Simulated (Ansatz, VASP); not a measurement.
**Bi3B2: VASP beside Ansatz**

```xyz
10
Lattice="0.0000 4.9247 4.9247 4.9247 0.0000 4.9247 4.9247 4.9247 0.0000" Properties=species:S:1:pos:R:3 pbc="T T T"
B     5.5395    5.5395    4.3100
B     4.3100    5.5395    5.5395
B     4.3100    4.3100    4.3100
B     5.5395    4.3100    5.5395
Bi    4.9657    7.3871    7.3871
Bi    9.8085    7.3871    7.3871
Bi    7.3871    7.3871    9.8085
Bi    7.3871    7.3871    4.9657
Bi    7.3871    4.9657    7.3871
Bi    7.3871    9.8085    7.3871
```

Alike in both runs: functional PBE; k mesh 8 × 8 × 8; occupations gaussian, width 0.1 eV; no spin polarisation.

Ansatz relaxed the structure, and its values are those at the end. VASP's run is a single point on that final structure, the one shown.

```csv
,VASP,Ansatz
version,VASP 6.6.1,Ansatz 0.2.0
potentials or method,"VASP PAW PBE potentials, release 64 (B, Bi_d), cutoff 520 eV","scalar-relativistic, plane waves, PAW"
valence electrons in the cell,102,102
```

```tsv
	VASP	Ansatz	Ansatz less VASP
gap on the k mesh at the Fermi level (eV)	none	none	-
pressure (GPa)	0.0	0.0	+0.04
rms of the force components (eV/Å)	0.009	0.004	-0.0051
```

A gap of «none» marks a metal or a gap that the smearing closes.

Spin-orbit coupling is off throughout.
